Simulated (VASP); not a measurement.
A run of VASP 6.6.1:

INCAR

```
PREC = Accurate
ENCUT = 520
EDIFF = 1E-8
ISMEAR = -1
SIGMA = 0.03
LREAL = F
LASPH = T
NELM = 60
ALGO = Normal
ISIF = 2
LWAVE = F
LCHARG = F
GGA = CA
LEFG = T
NBANDS = 24
```

KPOINTS

```
Automatic mesh
0
Gamma
  9 9 5
```

Contents of POSCAR:

```
TaN
1.0
    3.0500010905      0.0000000000      0.0000000000
   -1.5250005453      2.6413784260      0.0000000000
    0.0000000000      0.0000000000      4.9400000000
Ta N
2 2
Direct
    0.3333333333      0.6666666667      0.0000000000
    0.6666666667      0.3333333333      0.5000000000
    0.3333333333      0.6666666667      0.3850000000
    0.6666666667      0.3333333333      0.8850000000
```

Potentials or basis: VASP PAW LDA potentials, release 64 (Ta_pv, N).

Launch:

```sh
$ cat potpaw_LDA.64/Ta_pv/POTCAR potpaw_LDA.64/N/POTCAR > POTCAR
$ mpirun -np 1 vasp_std > vasp.out
```

Hardware: 1 thread of Intel Xeon 8259CL, on a shared host.

Q: Estimate the wall time of this run.

A: Wall time 53 s on 1 thread of Intel Xeon 8259CL, on a shared host, peak memory 0.16 GiB. Counts: scf iterations 15, k points 36.
